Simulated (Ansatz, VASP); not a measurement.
## One calculation of SrO, two programs

Contents of INCAR:

```
SYSTEM = SrO
  PREC = Accurate
  ENCUT = 600
  EDIFF = 1E-6
  ISMEAR = -1
  SIGMA = 0.08
  LREAL = .False.
  LASPH = .True.
  NELM = 100
  ALGO = Normal
  ISIF = 3
  LWAVE = .False.
  LCHARG = .False.
  GGA = PS
  IBRION = 2
  NSW = 100
  EDIFFG = -0.002
```

File KPOINTS:

```
regular mesh
0
Gamma
  12 12 12
  0 0 0
```

File POSCAR:

```
SrO
1.0
    0.0000000000      2.5663000000      2.5663000000
    2.5663000000      0.0000000000      2.5663000000
    2.5663000000      2.5663000000      0.0000000000
Sr O
1 1
Direct
    0.5000000000      0.5000000000      0.5000000000
    0.0000000000      0.0000000000      0.0000000000
```

Input for Ansatz:

```yaml
crystal:
  lattice:
    - [0.0, 2.5663, 2.5663]
    - [2.5663, 0.0, 2.5663]
    - [2.5663, 2.5663, 0.0]
  atoms:
    - { symbol: Sr, position: [0.5, 0.5, 0.5] }
    - { symbol: O, position: [0.0, 0.0, 0.0] }
kpoints:
  mp_grid: { grid: [12, 12, 12] }
scf:
  occupations: { method: fermi_dirac, width: 0.08 }
hamiltonian:
  xc: pbesol
  pseudopotentials: { kind: paw }
relax:
  f_tol: 0.002
  max_steps: 80
  cell: {}
output:
  forces: true
  stress: true
```

Alike in both runs: task relaxation of cell and atoms; functional PBEsol; k mesh 12 × 12 × 12; occupations fermi-dirac, width 0.08 eV; no spin polarisation.

|  | VASP | Ansatz |
| --- | --- | --- |
| version | VASP 6.6.1 | Ansatz 0.2.0 |
| potentials or method | VASP PAW PBE potentials, release 64 (Sr_sv, O) | PAW with Ansatz's default frozen-core files, scalar-relativistic |
| plane-wave cutoff (eV) | 600 | 420 |
| valence electrons in the cell | 16 | 16 |

```csv
,VASP,Ansatz,Ansatz less VASP
relaxed volume (Å³/atom),16.90,16.81,-0.096
relaxed cell length with the largest relative difference (Å),3.629,3.622,-0.0069
```

VASP's potentials were made for PBE, not for PBEsol.

Noted on VASP's run: the relaxation stopped at its first step, so nothing moved.
